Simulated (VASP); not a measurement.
Crystal: CaPtC4N4.

```
CELL_PARAMETERS angstrom
6.10086 0.00000 0.00000
0.00000 6.10086 0.00000
0.00000 0.00000 6.10086
ATOMIC_POSITIONS crystal
Ca 0.00000 0.00000 0.00000
Pt 0.50000 0.50000 0.50000
C 0.19930 0.19930 0.19930
C 0.19930 0.80070 0.80070
C 0.80070 0.19930 0.80070
C 0.80070 0.80070 0.19930
N 0.31002 0.31002 0.31002
N 0.31002 0.68998 0.68998
N 0.68998 0.31002 0.68998
N 0.68998 0.68998 0.31002
```

Base run:

| Item | Value |
| --- | --- |
| Program | VASP 6.6.1 |
| Functional | PBE |
| Potentials or basis | VASP PAW PBE potentials, release 64 (Ca_sv, Pt, C, N) |
| Cutoff | 520 eV |
| k mesh | 4 × 4 × 4 |
| Occupations | gaussian, width 0.1 eV |
| Spin | no spin polarisation |

Its results: band gap on the k mesh zero (bands 28 and 29 overlap by 0.08 eV); pressure 10.4 GPa; largest force 3.099 eV/Å.

Task: The run is repeated on the same cell with these changes: spin from no spin polarisation to collinear spin; further incar settings from ALGO = Normal; EDIFF = 1e-06; NBANDS = 39 to ALGO = Normal; EDIFF = 1e-06; NBANDS = 43. What comes out?

Result: Band gap on the k mesh zero (filled and empty bands overlap); pressure 10.6 GPa; net moment 2.00 μB per cell; site moments Ca +0.01; Pt +1.21; C +0.05; N +0.06 μB; largest force 3.225 eV/Å.

Caveats: the cell stands under pressure; spin-orbit coupling is left out, which moves the levels of the heavy elements; forces of over 1 eV/Å act on the atoms, so gaps and moduli don't describe the material at rest.
